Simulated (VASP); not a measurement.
Here is a VASP 6.6.1 calculation.

POSCAR

```
Hf2N
1.0
    5.3276418294      0.0000000000      0.0000000000
    0.0000000000      5.3276418294      0.0000000000
    0.0000000000      0.0000000000      3.2492353242
Hf N
4 2
Direct
    0.2962653956      0.2962653956      0.0000000000
    0.7037346044      0.7037346044      0.0000000000
    0.7962653956      0.2037346044      0.5000000000
    0.2037346044      0.7962653956      0.5000000000
    0.0000000000      0.0000000000      0.0000000000
    0.5000000000      0.5000000000      0.5000000000
```

File INCAR.step1:

```
PREC = Accurate ; ENCUT = 520
ISMEAR = 0 ; SIGMA = 0.1
LREAL = F ; LASPH = T
NELM = 80 ; NBANDS = 34
GGA = PE ; ALGO = Normal
EDIFF = 1E-4 ; LWAVE = T
LCHARG = F
```

File INCAR.step2:

```
PREC = Accurate ; ENCUT = 520
EDIFF = 1E-7 ; ISMEAR = 0
SIGMA = 0.1 ; LREAL = F
LASPH = T ; NELM = 80
ALGO = Normal ; ISIF = 2
LWAVE = F ; LCHARG = F
METAGGA = R2SCAN ; LMIXTAU = T
NBANDS = 34 ; ISTART = 1
```

KPOINTS

```
Automatic mesh
0
Gamma
  4 4 8
```

Potentials or basis: VASP PAW PBE potentials, release 64 (Hf_pv, N).

The run is started by

```sh
$ cat potpaw_PBE.64/Hf_pv/POTCAR potpaw_PBE.64/N/POTCAR > POTCAR
$ cp INCAR.step1 INCAR
$ mpirun -np 1 vasp_std > vasp.out
$ cp INCAR.step2 INCAR
$ mpirun -np 1 vasp_std > vasp.out
```

Task: Predict the pressure.

Result: -1.5 GPa.

Task: Predict the band gap on the k mesh.

Result: Zero (bands 25 and 26 overlap by 2.76 eV).

Stress tensor (GPa, compression positive):
```
-1.43  0.00  0.00
 0.00 -1.43  0.00
 0.00  0.00 -1.62
```

Caveat: the PAW data sets were made with another functional, which shifts forces and pressure a little; spin-orbit coupling is left out, which moves the levels of the heavy elements.
